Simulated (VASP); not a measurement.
Wanted: the native input for a VASP 6.6.1 run.

```
Task                   : single point
Functional             : PBE
Potentials or basis    : VASP PAW PBE potentials, release 64 (Ga_d, Sb, As)
Cutoff                 : 520 eV
k mesh                 : 6 × 6 × 6
Occupations            : gaussian, width 0.1 eV
Spin                   : no spin polarisation
Dipole correction      : no
Further INCAR settings : ALGO = Normal; EDIFF = 1e-07; NBANDS = 36
```

The structure of Ga3Sb2As lies in POSCAR:

```
Ga3Sb2As
1.0
   -2.1451692425      2.1451692425      9.0605616432
    2.1451692425     -2.1451692425      9.0605616432
    2.1451692425      2.1451692425     -9.0605616432
Ga Sb As
3 2 1
Direct
    0.0000000000      0.0000000000      0.0000000000
    0.6738645912      0.6738645912      0.0000000000
    0.3261354088      0.3261354088      0.0000000000
    0.5868360889      0.0868360889      0.5000000000
    0.9131639111      0.4131639111      0.5000000000
    0.2500000000      0.7500000000      0.5000000000
```

The input as run:

INCAR

```
PREC = Accurate ; ENCUT = 520
EDIFF = 1E-7 ; ISMEAR = 0
SIGMA = 0.1 ; LREAL = False
LASPH = True ; NELM = 60
ALGO = Normal ; ISIF = 2
LWAVE = False ; LCHARG = True
GGA = PE ; LELF = True
LVHAR = True ; NBANDS = 36
```

KPOINTS

```
Automatic mesh
0
Gamma
  6 6 6
```

Potentials or basis: VASP PAW PBE potentials, release 64 (Ga_d, Sb, As).

Run with:

```console
$ cat potpaw_PBE.64/Ga_d/POTCAR potpaw_PBE.64/Sb/POTCAR potpaw_PBE.64/As/POTCAR > POTCAR
$ mpirun -np 1 vasp_std > vasp.out
```

Results of the run:

| Quantity | Value |
| --- | --- |
| Pressure | 0.2 GPa |
| Largest force | 0.026 eV/Å |
| Band gap on the k mesh | zero (filled and empty bands touch) |

Caveat: semilocal functionals underestimate gaps, and a narrow one can read as zero; spin-orbit coupling is left out, which moves the levels of the heavy elements.

Wall time 6 min on 1 thread of Intel(R) Xeon(R) 6975P-C (Granite Rapids), with other jobs on the host, peak memory 0.8 GiB.
